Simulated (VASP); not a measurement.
# Zr (P6_3/mmc) in VASP: further runs

Zr is run at these levels: PBEsol; tasks: single point.

Everything below comes from runs of VASP 6.6.1. Logs are shortened: lines on timing, memory, paths and dates and some standing lists are left out, and cuts for length are marked.

## Step 1: The cell of the first run

It takes space group P6_3/mmc (No. 194, hexagonal). The conventional cell has a = 3.232 Å, b = 3.232 Å, c = 5.198 Å, α = 90.00°, β = 90.00°, γ = 120.00°. Zr (site symmetry -6m2) has 12 Zr at 3.20 to 3.23 Å within 4.2 Å.

## Step 2: Single point, PBEsol (zz strain of +1 %)

Input file INCAR:

```
SYSTEM = Zr
PREC = Accurate
ENCUT = 520
EDIFF = 1E-6
ISMEAR = -1
SIGMA = 0.08
LREAL = .False.
LASPH = .True.
NELM = 80
ALGO = Normal
ISIF = 2
LWAVE = .False.
LCHARG = .False.
GGA = PS
NBANDS = 19
```

Input file KPOINTS:

```
Automatic mesh
0
Gamma
  13 13 7
  0 0 0
```

Input file POSCAR:

```
Zr
1.0
    3.2319982225      0.0000000000      0.0000000000
   -1.6159991112      2.7989925656      0.0000000000
    0.0000000000      0.0000000000      5.1984700000
Zr
2
Direct
    0.3333333333      0.6666666667      0.2500000000
    0.6666666667      0.3333333333      0.7500000000
```

Potentials or basis: VASP PAW PBE potentials, release 64 (Zr_sv).

Run with:

```bash
cat potpaw_PBE.64/Zr_sv/POTCAR > POTCAR
mpirun -np 1 vasp_std > vasp.out
```

OUTCAR:

```text
SYSTEM = Zr
   PREC = Accurate
   ENCUT = 520
   EDIFF = 1E-6
   ISMEAR = -1
   LREAL = .False.
   LASPH = .True.
   NELM = 80
   ISIF = 2
   GGA = PS

 ion  position               nearest neighbor table
   1  0.333  0.667  0.250-   2 3.20   2 3.20   2 3.20   2 3.20   2 3.20   2 3.20
   2  0.667  0.333  0.750-   1 3.20   1 3.20   1 3.20   1 3.20   1 3.20   1 3.20

  LATTYP: Found a hexagonal cell.
 ALAT       =     3.2319982225
 C/A-ratio  =     1.6084383846

  Lattice vectors:

 A1 = (   3.2319982225,   0.0000000000,   0.0000000000)
 A2 = (  -1.6159991112,   2.7989925656,   0.0000000000)
 A3 = (   0.0000000000,   0.0000000000,   5.1984700000)

Analysis of symmetry for initial positions (statically):
=====================================================================
 Subroutine PRICEL returns:
 Original cell was already a primitive cell.

 Routine SETGRP: Setting up the symmetry group for a
 hexagonal supercell.

 Subroutine GETGRP returns: Found 24 space group operations
 (whereof 12 operations were pure point group operations)
 out of a pool of 24 trial point group operations.

The static configuration has the point symmetry D_3d.
 The point group associated with its full space group is D_6h.

Analysis of symmetry for dynamics (positions and initial velocities):
=====================================================================
 Subroutine PRICEL returns:
 Original cell was already a primitive cell.

 Routine SETGRP: Setting up the symmetry group for a
 hexagonal supercell.

 Subroutine GETGRP returns: Found 24 space group operations
 (whereof 12 operations were pure point group operations)
 out of a pool of 24 trial point group operations.

The dynamic configuration has the point symmetry D_3d.
 The point group associated with its full space group is D_6h.

 Subroutine INISYM returns: Found 24 space group operations
 (whereof 12 operations are pure point group operations),
 and found     1 'primitive' translations

----------------------------------------------------------------------------------------

                                     Primitive cell

  volume of cell :      47.0271

  direct lattice vectors                    reciprocal lattice vectors
     3.231998223  0.000000000  0.000000000     0.309406111  0.178635701  0.000000000
    -1.615999111  2.798992566  0.000000000     0.000000000  0.357271403  0.000000000
     0.000000000  0.000000000  5.198470000     0.000000000  0.000000000  0.192364292

  length of vectors
     3.231998223  3.231998222  5.198470000     0.357271403  0.357271403  0.192364292

  position of ions in fractional coordinates (direct lattice)
     0.333333333  0.666666667  0.250000000
     0.666666667  0.333333333  0.750000000

  ion indices of the primitive-cell ions
   primitive index   ion index
                 1           1
                 2           2

----------------------------------------------------------------------------------------

 KPOINTS: Automatic mesh

Automatic generation of k-mesh.
 Grid dimensions read from file:
 generate k-points for:   13   13    7

 Generating k-lattice:

  Cartesian coordinates                     Fractional coordinates (reciprocal lattice)
     0.023800470  0.013741208  0.000000000     0.076923077  0.000000000  0.000000000
     0.000000000  0.027482416  0.000000000     0.000000000  0.076923077  0.000000000
     0.000000000  0.000000000  0.027480613     0.000000000  0.000000000  0.142857143

  Length of vectors
     0.027482416  0.027482416  0.027480613

  Shift w.r.t. Gamma in fractional coordinates (k-lattice)
     0.000000000  0.000000000  0.000000000

 Subroutine IBZKPT returns following result:
 ===========================================

 Found     84 irreducible k-points:

 Following reciprocal coordinates:
            Coordinates               Weight
  0.000000  0.000000  0.000000      1.000000
  0.076923  0.000000  0.000000      6.000000
  0.153846  0.000000  0.000000      6.000000
  0.230769  0.000000  0.000000      6.000000
  0.307692  0.000000  0.000000      6.000000
  0.384615  0.000000  0.000000      6.000000
[... 16 lines left out ...]
  0.076923  0.000000  0.142857     12.000000
  0.153846  0.000000  0.142857     12.000000
 [... further k-points ...]
   k-points           NKPTS =     84   k-points in BZ     NKDIM =     84   number of bands    NBANDS=     19
   number of dos      NEDOS =    301   number of ions     NIONS =      2
   total plane-waves  NPLWV =  23040
   dimension x,y,z NGX =    24 NGY =   24 NGZ =   40
   dimension x,y,z NGXF=    48 NGYF=   48 NGZF=   80
   ions per type =               2
   NGX,Y,Z   is equivalent  to a cutoff of  12.35, 12.35, 12.79 a.u.
   NGXF,Y,Z  is equivalent  to a cutoff of  24.69, 24.69, 25.58 a.u.
 SYSTEM =  Zr
   PREC   = accura    normal or accurate (medium, high low for compatibility)
   ISTART =      0    job   : 0-new  1-cont  2-samecut
   ICHARG =      2    charge: 1-file 2-atom 10-const
   ISPIN  =      1    spin polarized calculation?
   LNONCOLLINEAR =      F non collinear calculations
   LSORBIT =      F    spin-orbit coupling
   LASPH  =      T    aspherical Exc in radial PAW
   ENCUT  =  520.0 eV  38.22 Ry    6.18 a.u.   6.01  6.01  9.67*2*pi/ulx,y,z
   NELM   =     80;   NELMIN=  2; NELMDL= -5     # of ELM steps
   EDIFF  = 0.1E-05   stopping-criterion for ELM
   LREAL  =      F    real-space projection
   EDIFFG = 0.1E-04   stopping-criterion for IOM
   NSW    =      0    number of steps for IOM
   IBRION =     -1    ionic relax: 0-MD 1-quasi-New 2-CG
   NFREE  =      0    steps in history (QN), initial steepest desc. (CG)
   ISIF   =      2    stress and relaxation
   ISYM   =      2    0-nonsym 1-usesym 2-fastsym
   POTIM  = 0.5000    time-step for ionic-motion
   TEBEG  =    0.0;   TEEND  =   0.0 temperature during run
   PSTRESS=    0.0 pullay stress
   NELECT =      24.0000    total number of electrons
   NUPDOWN=      -1.0000    fix difference up-down
   EMIN   =  10.00;   EMAX   =-10.00  energy-range for DOS
   EFERMI =   0.00;   METHOD = LEGACY
   ISMEAR =    -1;   SIGMA  =   0.08  broadening in eV -4-tet -1-fermi 0-gaus
   EFERMI_NEDOS =   21; number of points for ismear=-14 and -15
   IALGO  =     38    algorithm
   IMIX   =      4    mixing-type and parameters
     AMIX     =   0.40;   BMIX     =  1.00
     AMIX_MAG =   1.60;   BMIX_MAG =  1.00
  volume/ion in A,a.u.               =      23.51       158.68
  Fermi-wavevector in a.u.,A,eV,Ry     =   1.308265  2.472263 23.287157  1.711558
  Thomas-Fermi vector in A             =   2.438944
   LORBIT       =      0    0 simple, 1 ext, 2 COOP (PROOUT), +10 PAW based schemes
   GGA     = PS    functional components
   LHFCALC =     F    Hartree Fock is set to
   AEXX    =    0.0000 exact exchange contribution
   IVDW    =     0    specifies the selected vdW correction
   LEPSILON=     F    determine dielectric tensor
   LRPA    =     F    only Hartree local field effects (RPA)
 non-spin polarized calculation
  energy-cutoff  :      520.00
  volume of cell :       47.03
 maximum number of plane-waves:      1288
   NGX = 13   NGY = 13   NGZ = 19

 number of electron      24.0000001 magnetization

 Free energy of the ion-electron system (eV)
  ---------------------------------------------------
  ext. energy  EPLUGINS =         0.00000000
  ---------------------------------------------------
  free energy    TOTEN  =       -18.15705506 eV

  energy without entropy =      -18.11139114  energy(sigma->0) =      -18.13422310

 E-fermi :   8.7395     XC(G=0): -11.1566

 val. band max:        8.7318262087   @ k =   0.1538   0.0000   0.1429
 cond. band min:       8.7525346516   @ k =   0.3077   0.2308   0.2857
 fundamental gap:      0.0207084429
 Fermi energy:         8.7395344118

 k-point     1 :       0.0000    0.0000    0.0000
  band No.  band energies     occupation
      1     -39.9951      2.00000
      2     -39.8508      2.00000
      3     -18.5197      2.00000
      4     -17.6706      2.00000
      5     -17.6706      2.00000
      6     -17.5529      2.00000
[... 11 lines left out ...]
     18      10.9369      0.00000
     19      13.1659      0.00000

 k-point     2 :       0.0769    0.0000    0.0000
  band No.  band energies     occupation
      1     -39.9884      2.00000
      2     -39.8479      2.00000
      3     -18.5020      2.00000
      4     -17.7110      2.00000
      5     -17.6836      2.00000
      6     -17.5805      2.00000
[... 11 lines left out ...]
     18      10.7928      0.00000
     19      13.2691      0.00000

 k-point     3 :       0.1538    0.0000    0.0000
  band No.  band energies     occupation
      1     -39.9697      2.00000
      2     -39.8399      2.00000
      3     -18.4510      2.00000
      4     -17.8227      2.00000
      5     -17.7186      2.00000
      6     -17.6938      2.00000
[... 11 lines left out ...]
     18      10.8577      0.00000
     19      13.4892      0.00000

 k-point     4 :       0.2308    0.0000    0.0000
  band No.  band energies     occupation
      1     -39.9424      2.00000
      2     -39.8296      2.00000
      3     -18.3728      2.00000
      4     -17.9799      2.00000
      5     -17.8474      2.00000
      6     -17.7659      2.00000
[... 11 lines left out ...]
     18      11.5220      0.00000
     19      13.7001      0.00000

 k-point     5 :       0.3077    0.0000    0.0000
  band No.  band energies     occupation
      1     -39.9114      2.00000
      2     -39.8204      2.00000
      3     -18.2775      2.00000
      4     -18.1459      2.00000
      5     -18.0036      2.00000
      6     -17.8141      2.00000
[... 11 lines left out ...]
     18      12.3536      0.00000
     19      13.8490      0.00000
[... 334 lines left out ...]
      2     -39.8217      2.00000
      3     -18.2381      2.00000
      4     -18.1106      2.00000
      5     -18.0578      2.00000
      6     -17.9785      2.00000
[... 11 lines left out ...]
     18      13.3634      0.00000
     19      15.1766      0.00000

 k-point    22 :       0.0000    0.0000    0.1429
  band No.  band energies     occupation
      1     -39.9880      2.00000
      2     -39.8581      2.00000
      3     -18.4747      2.00000
      4     -17.6641      2.00000
      5     -17.6641      2.00000
      6     -17.6042      2.00000
[... 11 lines left out ...]
     18      11.1781      0.00000
     19      13.2044      0.00000

 k-point    23 :       0.0769    0.0000    0.1429
  band No.  band energies     occupation
      1     -39.9816      2.00000
      2     -39.8549      2.00000
      3     -18.4592      2.00000
      4     -17.7035      2.00000
      5     -17.6768      2.00000
      6     -17.6313      2.00000
[... 11 lines left out ...]
     18      11.0718      0.00000
     19      13.2878      0.00000

 k-point    24 :       0.1538    0.0000    0.1429
  band No.  band energies     occupation
      1     -39.9634      2.00000
      2     -39.8465      2.00000
      3     -18.4152      2.00000
      4     -17.8123      2.00000
      5     -17.7315      2.00000
      6     -17.7109      2.00000
[... 11 lines left out ...]
     18      11.0115      0.00000
     19      13.4611      0.00000

 [... further k-points ...]

------------------------ aborting loop because EDIFF is reached ----------------------------------------

  FORCE on cell =-STRESS in cart. coord.  units (eV):
  Direction    XX          YY          ZZ          XY          YZ          ZX
  --------------------------------------------------------------------------------------
  -------------------------------------------------------------------------------------
  Total       -1.1866105     -1.1866105     -1.2648490     -0.0000000      0.0000000      0.0000000
  in kB      -40.4268922    -40.4268922    -43.0924188     -0.0000000      0.0000000      0.0000000
  external PRESSURE =     -41.3154011 kB  Pullay stress =       0.0000000 kB

 VOLUME and BASIS-vectors are now :
 -----------------------------------------------------------------------------
  energy-cutoff  :      520.00
  volume of cell :       47.03
      direct lattice vectors                 reciprocal lattice vectors
     3.231998223  0.000000000  0.000000000     0.309406111  0.178635701  0.000000000
    -1.615999111  2.798992566  0.000000000     0.000000000  0.357271403  0.000000000
     0.000000000  0.000000000  5.198470000     0.000000000  0.000000000  0.192364292

 POSITION                                       TOTAL-FORCE (eV/Angst)
 -----------------------------------------------------------------------------------
     -0.00000      1.86600      1.29962         0.000000      0.000000      0.000000
      1.61600      0.93300      3.89885        -0.000000      0.000000      0.000000
 -----------------------------------------------------------------------------------
    total drift:                               -0.000000      0.000000     -0.000000

  FREE ENERGIE OF THE ION-ELECTRON SYSTEM (eV)
  ---------------------------------------------------
  free  energy   TOTEN  =       -18.1570550607 eV

  energy  without entropy=      -18.1113911442  energy(sigma->0) =      -18.13422310
```

It took 79 s on 1 thread of Intel Xeon 8259CL, shared host; peak memory 0.2 GiB.

What came out:

```yaml
Free_energy: -18.1571 eV
Pressure: -4.1 GPa
Band_gap_on_the_k_mesh: zero (bands 12 and 13 overlap by 1.10 eV)
```

Stress tensor (GPa, compression positive):
```
-4.04  0.00  0.00
 0.00 -4.04  0.00
 0.00  0.00 -4.31
```

Levels at points of the mesh, in eV from the Fermi level:
```
           k point  band 9  band 10  band 11  band 12  band 13  band 14  band 15  band 16
(0.00, 0.00, 0.00)   -5.64    -3.01     0.89     0.89     0.94     1.09     1.55     1.55
```

Caveat: the cell differs from its parent crystal (zz strain of +1 %); the cell stands under tension; the PAW data sets were made with another functional, which shifts forces and pressure a little.

## Step 3: Single point, PBEsol (23.51 Å³/atom)

Input file INCAR:

```
SYSTEM = Zr
ALGO = Normal ; EDIFF = 1E-6
ENCUT = 520 ; GGA = PS
ISIF = 2 ; ISMEAR = -1
LASPH = .True. ; LCHARG = .True.
LELF = .True. ; LREAL = .False.
LVHAR = .True. ; LWAVE = .False.
NBANDS = 19 ; NELM = 80
PREC = Accurate ; SIGMA = 0.08
```

Input file KPOINTS:

```
k-points
0
Gamma
  13 13 7
  0 0 0
```

Input file POSCAR:

```
Zr
1.0
    3.2427358370      0.0000000000      0.0000000000
   -1.6213679184      2.8082916125      0.0000000000
    0.0000000000      0.0000000000      5.1640997934
Zr
2
Direct
    0.3333333333      0.6666666667      0.2500000000
    0.6666666667      0.3333333333      0.7500000000
```

Potentials or basis: VASP PAW PBE potentials, release 64 (Zr_sv).

Run with:

```bash
cat potpaw_PBE.64/Zr_sv/POTCAR > POTCAR
mpirun -np 1 vasp_std > vasp.out
```

OUTCAR:

```text
SYSTEM = Zr
   EDIFF = 1E-6
   ENCUT = 520
   GGA = PS
   ISIF = 2
   ISMEAR = -1
   LASPH = .True.
   LREAL = .False.
   NELM = 80
   PREC = Accurate

 ion  position               nearest neighbor table
   1  0.333  0.667  0.250-   2 3.19   2 3.19   2 3.19   2 3.19   2 3.19   2 3.19
   2  0.667  0.333  0.750-   1 3.19   1 3.19   1 3.19   1 3.19   1 3.19   1 3.19

  LATTYP: Found a hexagonal cell.
 ALAT       =     3.2427358370
 C/A-ratio  =     1.5925132521

  Lattice vectors:

 A1 = (   3.2427358370,   0.0000000000,   0.0000000000)
 A2 = (  -1.6213679184,   2.8082916125,   0.0000000000)
 A3 = (   0.0000000000,   0.0000000000,   5.1640997934)

Analysis of symmetry for initial positions (statically):
=====================================================================
 Subroutine PRICEL returns:
 Original cell was already a primitive cell.

 Routine SETGRP: Setting up the symmetry group for a
 hexagonal supercell.

 Subroutine GETGRP returns: Found 24 space group operations
 (whereof 12 operations were pure point group operations)
 out of a pool of 24 trial point group operations.
[... 160 lines left out ...]
  free energy    TOTEN  =       -18.15676387 eV

  energy without entropy =      -18.11109295  energy(sigma->0) =      -18.13392841

 E-fermi :   8.7449     XC(G=0): -11.1566

 val. band max:        8.7336718311   @ k =   0.0769   0.0769   0.1429
 cond. band min:       8.7614174045   @ k =   0.3077   0.3077   0.2857
 fundamental gap:      0.0277455735
 Fermi energy:         8.7449386677

 k-point     1 :       0.0000    0.0000    0.0000
  band No.  band energies     occupation
      1     -39.9982      2.00000
      2     -39.8484      2.00000
      3     -18.5332      2.00000
      4     -17.6843      2.00000
      5     -17.6843      2.00000
      6     -17.5468      2.00000
[... 505 lines left out ...]
      6     -17.7237      2.00000
[... 11 lines left out ...]
     18      11.0240      0.00000
     19      13.4662      0.00000

 [... further k-points ...]

------------------------ aborting loop because EDIFF is reached ----------------------------------------

  FORCE on cell =-STRESS in cart. coord.  units (eV):
  Direction    XX          YY          ZZ          XY          YZ          ZX
  --------------------------------------------------------------------------------------
  -------------------------------------------------------------------------------------
  Total       -1.2550036     -1.2550036     -1.0878216     -0.0000000      0.0000000      0.0000000
  in kB      -42.7569918    -42.7569918    -37.0612311     -0.0000000      0.0000000      0.0000000
  external PRESSURE =     -40.8584049 kB  Pullay stress =       0.0000000 kB

 VOLUME and BASIS-vectors are now :
 -----------------------------------------------------------------------------
  energy-cutoff  :      520.00
  volume of cell :       47.03
      direct lattice vectors                 reciprocal lattice vectors
     3.242735837  0.000000000  0.000000000     0.308381580  0.178044188  0.000000000
    -1.621367918  2.808291613  0.000000000     0.000000000  0.356088376  0.000000000
     0.000000000  0.000000000  5.164099793     0.000000000  0.000000000  0.193644592

 POSITION                                       TOTAL-FORCE (eV/Angst)
 -----------------------------------------------------------------------------------
     -0.00000      1.87219      1.29102        -0.000000      0.000000      0.000000
      1.62137      0.93610      3.87307         0.000000     -0.000000      0.000000
 -----------------------------------------------------------------------------------
    total drift:                               -0.000000      0.000000     -0.000000

  FREE ENERGIE OF THE ION-ELECTRON SYSTEM (eV)
  ---------------------------------------------------
  free  energy   TOTEN  =       -18.1567638677 eV

  energy  without entropy=      -18.1110929506  energy(sigma->0) =      -18.13392841
```

OSZICAR:

```text
N       E                     dE             d eps       ncg     rms          rms(c)
DAV:   1     0.213192110257E+03    0.21319E+03   -0.13225E+04  3200   0.125E+03
DAV:   2    -0.260040866026E+01   -0.21579E+03   -0.21158E+03  3627   0.365E+02
DAV:   3    -0.185375526873E+02   -0.15937E+02   -0.15771E+02  5704   0.714E+01
DAV:   4    -0.189949277174E+02   -0.45738E+00   -0.45683E+00  3776   0.122E+01
DAV:   5    -0.190093792833E+02   -0.14452E-01   -0.14447E-01  4759   0.152E+00    0.148E+01
DAV:   6    -0.182985101318E+02    0.71087E+00   -0.10628E+00  3490   0.755E+00    0.576E+00
DAV:   7    -0.181532318266E+02    0.14528E+00   -0.65967E-01  4553   0.513E+00    0.116E+00
DAV:   8    -0.181565664280E+02   -0.33346E-02   -0.35684E-02  4142   0.148E+00    0.257E-01
DAV:   9    -0.181567803813E+02   -0.21395E-03   -0.17019E-03  4263   0.347E-01    0.253E-02
DAV:  10    -0.181567601281E+02    0.20253E-04   -0.51094E-05  4485   0.399E-02    0.226E-02
DAV:  11    -0.181567638764E+02   -0.37483E-05   -0.91754E-06  3597   0.326E-02    0.177E-03
DAV:  12    -0.181567638677E+02    0.86516E-08   -0.23969E-07  2016   0.369E-03
   1 F= -.18156764E+02 E0= -.18133928E+02  d E =-.456709E-01
```

It took 65 s on 1 thread of Intel Xeon 8259CL, shared host; peak memory 0.2 GiB.

What came out:

- Free energy: -18.1568 eV
- Pressure: -4.1 GPa
- Band gap on the k mesh: zero (bands 12 and 13 overlap by 1.09 eV)

Caveat: the cell stands under tension; the PAW data sets were made with another functional, which shifts forces and pressure a little.

[end of part 1 of 2]
